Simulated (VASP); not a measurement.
# Pt (P1) in VASP: further runs

Runs on Pt. Level: PBEsol. Tasks: single point.

All numbers are computed with VASP 6.6.1; they aren't measurements. Logs are shortened: lines on timing, memory, paths and dates and some standing lists are left out, and cuts for length are marked.

**1. The cell of the first run**

The typed cell holds 4 atoms: a = 5.546 Å, b = 5.546 Å, c = 2.773 Å, α = 60.00°, β = 60.00°, γ = 60.00°.

**2. Single point, PBEsol**

Input file INCAR:

```
PREC = Accurate ; ENCUT = 520
EDIFF = 1E-6 ; ISMEAR = -1
SIGMA = 0.08 ; LREAL = F
LASPH = T ; NELM = 100
ALGO = Normal ; ISIF = 2
LWAVE = F ; LCHARG = T
GGA = PS ; LELF = T
LVHAR = T ; NBANDS = 28
```

Input file KPOINTS:

```
Automatic mesh
0
Gamma
  4 4 8
```

Input file POSCAR:

```
Pt
1.0
    0.0000000000      3.9218000000      3.9218000000
    3.9218000000      0.0000000000      3.9218000000
    1.9609000000      1.9609000000      0.0000000000
Pt
4
Direct
   -0.0007449385      0.0036991942     -0.0028943342
    0.0011206589      0.5014460197     -0.0127339487
    0.4965902137     -0.0029707022      0.0092546790
    0.5030339385      0.4978256158      0.0063733490
```

Potentials or basis: VASP PAW PBE potentials, release 64 (Pt).

Launch:

```console
$ cat potpaw_PBE.64/Pt/POTCAR > POTCAR
$ mpirun -np 1 vasp_std > vasp.out
```

OUTCAR:

```text
PREC = Accurate
   ENCUT = 520
   EDIFF = 1E-6
   ISMEAR = -1
   LREAL = F
   LASPH = T
   NELM = 100
   ISIF = 2
   GGA = PS

 ion  position               nearest neighbor table
   1  0.999  0.004  0.997-   4 2.75   3 2.75   2 2.75   3 2.76   2 2.77   2 2.78   3 2.79   2 2.79
                             3 2.80   4 2.80
   2  0.001  0.501  0.987-   4 2.75   1 2.75   4 2.75   1 2.77   3 2.77   3 2.77   1 2.78   1 2.79
                             4 2.79   4 2.80
   3  0.497  0.997  0.009-   1 2.75   4 2.75   1 2.76   4 2.77   2 2.77   2 2.77   4 2.78   1 2.79
                             4 2.79   1 2.80
   4  0.503  0.498  0.006-   2 2.75   1 2.75   2 2.75   3 2.75   3 2.77   3 2.78   3 2.79   2 2.79
                             1 2.80   2 2.80

  LATTYP: Found a base centered orthorhombic cell.
 ALAT       =     5.5462627489
 B/A-ratio  =     1.4142135624
 C/A-ratio  =     0.5000000000

  Lattice vectors:

 A1 = (  -1.9609000000,   1.9609000000,  -3.9218000000)
 A2 = (  -1.9609000000,   1.9609000000,   3.9218000000)
 A3 = (   1.9609000000,   1.9609000000,   0.0000000000)

Analysis of symmetry for initial positions (statically):
=====================================================================
 Subroutine PRICEL returns:
 Original cell was already a primitive cell.

 Routine SETGRP: Setting up the symmetry group for a
 base centered orthorhombic supercell.

 Subroutine GETGRP returns: Found  1 space group operations
 (whereof  1 operations were pure point group operations)
 out of a pool of  8 trial point group operations.

The static configuration has the point symmetry C_1 .

Analysis of symmetry for dynamics (positions and initial velocities):
=====================================================================
 Subroutine PRICEL returns:
 Original cell was already a primitive cell.

 Routine SETGRP: Setting up the symmetry group for a
 base centered orthorhombic supercell.

 Subroutine GETGRP returns: Found  1 space group operations
 (whereof  1 operations were pure point group operations)
 out of a pool of  8 trial point group operations.

The dynamic configuration has the point symmetry C_1 .

 Subroutine INISYM returns: Found  1 space group operations
 (whereof  1 operations are pure point group operations),
 and found     1 'primitive' translations

----------------------------------------------------------------------------------------

                                     Primitive cell

  volume of cell :      60.3193

  direct lattice vectors                    reciprocal lattice vectors
     0.000000000  3.921800000  3.921800000    -0.127492478  0.127492478  0.127492478
     3.921800000  0.000000000  3.921800000     0.127492478 -0.127492478  0.127492478
     1.960900000  1.960900000  0.000000000     0.254984956  0.254984956 -0.254984956

  length of vectors
     5.546262749  5.546262749  2.773131374     0.220823449  0.220823449  0.441646899

  position of ions in fractional coordinates (direct lattice)
     0.999255062  0.003699194  0.997105666
     0.001120659  0.501446020  0.987266051
     0.496590214  0.997029298  0.009254679
     0.503033939  0.497825616  0.006373349

  ion indices of the primitive-cell ions
   primitive index   ion index
                 1           1
                 2           2
                 3           3
                 4           4

----------------------------------------------------------------------------------------

 KPOINTS: Automatic mesh

Automatic generation of k-mesh.
 Grid dimensions read from file:
 generate k-points for:    4    4    8

 Generating k-lattice:

  Cartesian coordinates                     Fractional coordinates (reciprocal lattice)
    -0.031873119  0.031873119  0.031873119     0.250000000  0.000000000  0.000000000
     0.031873119 -0.031873119  0.031873119     0.000000000  0.250000000  0.000000000
     0.031873119  0.031873119 -0.031873119     0.000000000  0.000000000  0.125000000

  Length of vectors
     0.055205862  0.055205862  0.055205862

  Shift w.r.t. Gamma in fractional coordinates (k-lattice)
     0.000000000  0.000000000  0.000000000

 Subroutine IBZKPT returns following result:
 ===========================================

 Found     68 irreducible k-points:

 Following reciprocal coordinates:
            Coordinates               Weight
  0.000000  0.000000  0.000000      1.000000
  0.250000  0.000000  0.000000      2.000000
  0.000000 -0.250000  0.000000      2.000000
  0.500000  0.000000  0.000000      1.000000
  0.000000  0.500000  0.000000      1.000000
  0.250000  0.250000  0.000000      2.000000
[... 16 lines left out ...]
  0.500000  0.500000  0.125000      2.000000
 -0.250000 -0.250000  0.125000      2.000000
 [... further k-points ...]
   k-points           NKPTS =     68   k-points in BZ     NKDIM =     68   number of bands    NBANDS=     28
   number of dos      NEDOS =    301   number of ions     NIONS =      4
   total plane-waves  NPLWV =  42336
   dimension x,y,z NGX =    42 NGY =   42 NGZ =   24
   dimension x,y,z NGXF=    84 NGYF=   84 NGZF=   48
   ions per type =               4
   NGX,Y,Z   is equivalent  to a cutoff of  12.59, 12.59, 14.39 a.u.
   NGXF,Y,Z  is equivalent  to a cutoff of  25.18, 25.18, 28.78 a.u.
 SYSTEM =  unknown system
   PREC   = accura    normal or accurate (medium, high low for compatibility)
   ISTART =      0    job   : 0-new  1-cont  2-samecut
   ICHARG =      2    charge: 1-file 2-atom 10-const
   ISPIN  =      1    spin polarized calculation?
   LNONCOLLINEAR =      F non collinear calculations
   LSORBIT =      F    spin-orbit coupling
   LASPH  =      T    aspherical Exc in radial PAW
   ENCUT  =  520.0 eV  38.22 Ry    6.18 a.u.  10.31 10.31  5.16*2*pi/ulx,y,z
   NELM   =    100;   NELMIN=  2; NELMDL= -5     # of ELM steps
   EDIFF  = 0.1E-05   stopping-criterion for ELM
   LREAL  =      F    real-space projection
   EDIFFG = 0.1E-04   stopping-criterion for IOM
   NSW    =      0    number of steps for IOM
   IBRION =     -1    ionic relax: 0-MD 1-quasi-New 2-CG
   NFREE  =      0    steps in history (QN), initial steepest desc. (CG)
   ISIF   =      2    stress and relaxation
   ISYM   =      2    0-nonsym 1-usesym 2-fastsym
   POTIM  = 0.5000    time-step for ionic-motion
   TEBEG  =    0.0;   TEEND  =   0.0 temperature during run
   PSTRESS=    0.0 pullay stress
   NELECT =      40.0000    total number of electrons
   NUPDOWN=      -1.0000    fix difference up-down
   EMIN   =  10.00;   EMAX   =-10.00  energy-range for DOS
   EFERMI =   0.00;   METHOD = LEGACY
   ISMEAR =    -1;   SIGMA  =   0.08  broadening in eV -4-tet -1-fermi 0-gaus
   EFERMI_NEDOS =   21; number of points for ismear=-14 and -15
   IALGO  =     38    algorithm
   IMIX   =      4    mixing-type and parameters
     AMIX     =   0.40;   BMIX     =  1.00
     AMIX_MAG =   1.60;   BMIX_MAG =  1.00
  volume/ion in A,a.u.               =      15.08       101.76
  Fermi-wavevector in a.u.,A,eV,Ry     =   1.427609  2.697791 27.729605  2.038068
  Thomas-Fermi vector in A             =   2.547760
   LORBIT       =      0    0 simple, 1 ext, 2 COOP (PROOUT), +10 PAW based schemes
   GGA     = PS    functional components
   LHFCALC =     F    Hartree Fock is set to
   AEXX    =    0.0000 exact exchange contribution
   IVDW    =     0    specifies the selected vdW correction
   LEPSILON=     F    determine dielectric tensor
   LRPA    =     F    only Hartree local field effects (RPA)
 non-spin polarized calculation
  energy-cutoff  :      520.00
  volume of cell :       60.32
 maximum number of plane-waves:      1648
 NGX is ok and might be reduce to    42
   NGX = 21   NGY = 21   NGZ = 11

 number of electron      40.0000002 magnetization

 Free energy of the ion-electron system (eV)
  ---------------------------------------------------
  ext. energy  EPLUGINS =         0.00000000
  ---------------------------------------------------
  free energy    TOTEN  =       -27.87032787 eV

  energy without entropy =      -27.72125324  energy(sigma->0) =      -27.79579055

 E-fermi :  11.0194     XC(G=0): -13.6337

 val. band max:       10.8995800052   @ k =   0.0000  -0.2500  -0.3750
 cond. band min:      11.0313851646   @ k =   0.5000   0.5000   0.3750
 fundamental gap:      0.1318051594
 Fermi energy:        11.0193665206

 k-point     1 :       0.0000    0.0000    0.0000
  band No.  band energies     occupation
      1       0.8020      2.00000
      2       3.7156      2.00000
      3       3.7174      2.00000
      4       3.9751      2.00000
      5       4.4331      2.00000
      6       7.2048      2.00000
[... 20 lines left out ...]
     27      19.9057      0.00000
     28      22.4427      0.00000

 k-point     2 :       0.2500    0.0000    0.0000
  band No.  band energies     occupation
      1       1.4131      2.00000
      2       3.6641      2.00000
      3       4.1818      2.00000
      4       4.3292      2.00000
      5       4.8018      2.00000
      6       6.8349      2.00000
[... 20 lines left out ...]
     27      19.8850      0.00000
     28      22.8084      0.00000

 k-point     3 :       0.0000   -0.2500    0.0000
  band No.  band energies     occupation
      1       1.4130      2.00000
      2       3.6638      2.00000
      3       4.1844      2.00000
      4       4.3277      2.00000
      5       4.8017      2.00000
      6       6.8388      2.00000
[... 20 lines left out ...]
     27      19.8819      0.00000
     28      22.8101      0.00000

 k-point     4 :       0.5000    0.0000    0.0000
  band No.  band energies     occupation
      1       2.8494      2.00000
      2       2.8561      2.00000
      3       4.7756      2.00000
      4       4.8081      2.00000
      5       5.9073      2.00000
      6       5.9923      2.00000
[... 578 lines left out ...]
     27      21.5380      0.00000
     28      23.4332      0.00000

 k-point    23 :       0.5000    0.5000    0.1250
  band No.  band energies     occupation
      1       2.8496      2.00000
      2       4.4425      2.00000
      3       4.9683      2.00000
      4       4.9742      2.00000
      5       5.4181      2.00000
      6       6.3427      2.00000
[... 20 lines left out ...]
     27      23.4801      0.00000
     28      25.4491      0.00000

 k-point    24 :      -0.2500   -0.2500    0.1250
  band No.  band energies     occupation
      1       2.8496      2.00000
      2       4.4421      2.00000
      3       4.9682      2.00000
      4       4.9739      2.00000
      5       5.4175      2.00000
      6       6.3400      2.00000
[... 20 lines left out ...]
     27      23.4791      0.00000
     28      25.4435      0.00000

 [... further k-points ...]
[... 5 lines left out ...]
  --------------------------------------------------------------------------------------
  -------------------------------------------------------------------------------------
  Total       -0.5299364     -0.5563930     -0.5322641     -0.0263060      0.0145073     -0.0161967
  in kB      -14.0759589    -14.7786895    -14.1377877     -0.6987297      0.3853368     -0.4302105
  external PRESSURE =     -14.3308120 kB  Pullay stress =       0.0000000 kB

 VOLUME and BASIS-vectors are now :
 -----------------------------------------------------------------------------
  energy-cutoff  :      520.00
  volume of cell :       60.32
      direct lattice vectors                 reciprocal lattice vectors
     0.000000000  3.921800000  3.921800000    -0.127492478  0.127492478  0.127492478
     3.921800000  0.000000000  3.921800000     0.127492478 -0.127492478  0.127492478
     1.960900000  1.960900000  0.000000000     0.254984956  0.254984956 -0.254984956

 POSITION                                       TOTAL-FORCE (eV/Angst)
 -----------------------------------------------------------------------------------
      1.96973      5.87410      3.93339        -0.104548      0.025687     -0.261801
      3.90250      1.94033      1.97097         0.196476      0.151659      0.093324
      3.92830      1.96568      5.85768        -0.040507      0.041036      0.313208
      1.96487      1.98530      3.92517        -0.051421     -0.218382     -0.144731
 -----------------------------------------------------------------------------------
    total drift:                                0.000022      0.000019      0.000029

  FREE ENERGIE OF THE ION-ELECTRON SYSTEM (eV)
  ---------------------------------------------------
  free  energy   TOTEN  =       -27.8703278666 eV

  energy  without entropy=      -27.7212532423  energy(sigma->0) =      -27.79579055
```

It took 2.2 min on 1 thread of Intel Xeon 6975P-C (Granite Rapids), shared host; peak memory 0.24 GiB.

Results:

```
Free energy            : -27.8703 eV
Pressure               : -1.4 GPa
Largest force          : 0.318 eV/Å
Band gap on the k mesh : zero (band 20 reaches 11.56 eV, above the bottom of band 21 at 10.18 eV)
```

Forces in eV/Å, atoms in the order of the input:
```
Pt  -0.105  0.026 -0.262
Pt   0.196  0.152  0.093
Pt  -0.041  0.041  0.313
Pt  -0.051 -0.218 -0.145
```

Stress tensor (GPa, compression positive):
```
-1.41 -0.07 -0.04
-0.07 -1.48  0.04
-0.04  0.04 -1.41
```

Levels at points of the mesh, in eV from the Fermi level:
| k point | band 17 | band 18 | band 19 | band 20 | band 21 | band 22 | band 23 | band 24 |
| --- | --- | --- | --- | --- | --- | --- | --- | --- |
| (0.00, 0.00, 0.00) | 0.06 | 0.08 | 0.09 | 0.09 | 0.09 | 0.53 | 0.55 | 1.80 |
| (0.50, 0.00, 0.00) | -1.50 | -1.50 | -1.31 | -1.30 | 0.20 | 0.23 | 3.01 | 3.13 |
| (0.00, 0.50, 0.00) | -1.46 | -1.45 | -1.36 | -1.34 | 0.20 | 0.23 | 3.03 | 3.11 |
| (0.50, 0.50, 0.00) | -2.06 | -2.04 | -1.69 | -1.67 | -0.84 | -0.77 | 1.90 | 1.91 |
| (0.00, 0.00, 0.50) | 0.09 | 0.10 | 0.54 | 0.54 | 0.54 | 0.55 | 1.79 | 1.80 |
| (0.50, 0.00, 0.50) | 0.19 | 0.21 | 0.22 | 0.25 | 2.98 | 3.05 | 3.09 | 3.16 |
| (0.00, 0.50, 0.50) | 0.20 | 0.22 | 0.22 | 0.24 | 3.03 | 3.06 | 3.08 | 3.12 |
| (0.50, 0.50, 0.50) | -1.75 | -1.60 | 0.54 | 0.54 | 1.86 | 1.96 | 7.12 | 7.13 |

Caveat: the PAW data sets were made with another functional, which shifts forces and pressure a little; spin-orbit coupling is left out, which moves the levels of the heavy elements.

**3. Single point, PBEsol**

Input file INCAR:

```
SYSTEM = Pt
PREC = Accurate
ENCUT = 520
EDIFF = 1E-6
ISMEAR = -1
SIGMA = 0.08
LREAL = .FALSE.
LASPH = .TRUE.
NELM = 80
ALGO = Normal
ISIF = 2
LWAVE = .FALSE.
LCHARG = .FALSE.
GGA = PS
NBANDS = 28
```

Input file KPOINTS:

```
Automatic mesh
0
G
  4 4 8
  0 0 0
```

Input file POSCAR:

```
Pt
1.0
    0.0000000000      3.9218000000      3.9218000000
    3.9218000000      0.0000000000      3.9218000000
    1.9609000000      1.9609000000      0.0000000000
Pt
4
Direct
   -0.0016710439      0.0068487684     -0.0052794635
    0.0023067214      0.5030803458     -0.0247358356
    0.4937341272     -0.0056151512      0.0176294049
    0.5056303228      0.4956859095      0.0123861492
```

Potentials or basis: VASP PAW PBE potentials, release 64 (Pt).

Launch:

```console
$ cat potpaw_PBE.64/Pt/POTCAR > POTCAR
$ mpirun -np 1 vasp_std > vasp.out
```

Run time: 1.9 min. Hardware: 1 thread of Intel Xeon 6975P-C (Granite Rapids), shared host; peak memory 0.24 GiB.

Results (log left out):

- Free energy: -27.8412 eV
- Pressure: -1.1 GPa
- Largest force: 0.566 eV/Å
- Band gap on the k mesh: zero (band 20 reaches 11.56 eV, above the bottom of band 21 at 10.16 eV)

Forces on the atoms (eV/Å):
```
Pt  -0.191  0.052 -0.447
Pt   0.358  0.287  0.133
Pt  -0.074  0.065  0.557
Pt  -0.093 -0.404 -0.243
```

Stress tensor (GPa, compression positive):
```
-1.00 -0.26 -0.17
-0.26 -1.26  0.13
-0.17  0.13 -1.04
```

Levels at points of the mesh, in eV from the Fermi level:
```tsv
k point	band 16	band 17	band 18	band 19	band 20	band 21	band 22	band 23	band 24	band 25
(0.00, 0.00, 0.00)	-0.48	0.04	0.05	0.07	0.08	0.09	0.52	0.58	1.82	5.85
(0.50, 0.00, 0.00)	-2.09	-1.58	-1.57	-1.22	-1.20	0.18	0.24	2.96	3.18	7.23
(0.00, 0.50, 0.00)	-2.14	-1.51	-1.48	-1.31	-1.29	0.16	0.23	2.99	3.15	7.25
(0.50, 0.50, 0.00)	-2.13	-2.05	-1.99	-1.67	-1.62	-0.86	-0.74	1.89	1.91	10.73
(0.00, 0.00, 0.50)	0.08	0.09	0.11	0.53	0.53	0.54	0.59	1.81	1.84	5.83
(0.50, 0.00, 0.50)	-2.06	0.16	0.21	0.23	0.27	2.90	3.02	3.11	3.23	7.10
(0.00, 0.50, 0.50)	-2.05	0.18	0.21	0.22	0.25	2.98	3.04	3.09	3.15	7.27
(0.50, 0.50, 0.50)	-1.96	-1.74	-1.50	0.53	0.54	1.82	2.00	7.10	7.12	8.16
```

Caveat: the PAW data sets were made with another functional, which shifts forces and pressure a little; spin-orbit coupling is left out, which moves the levels of the heavy elements.

(Part 1 of 2 ends here.)
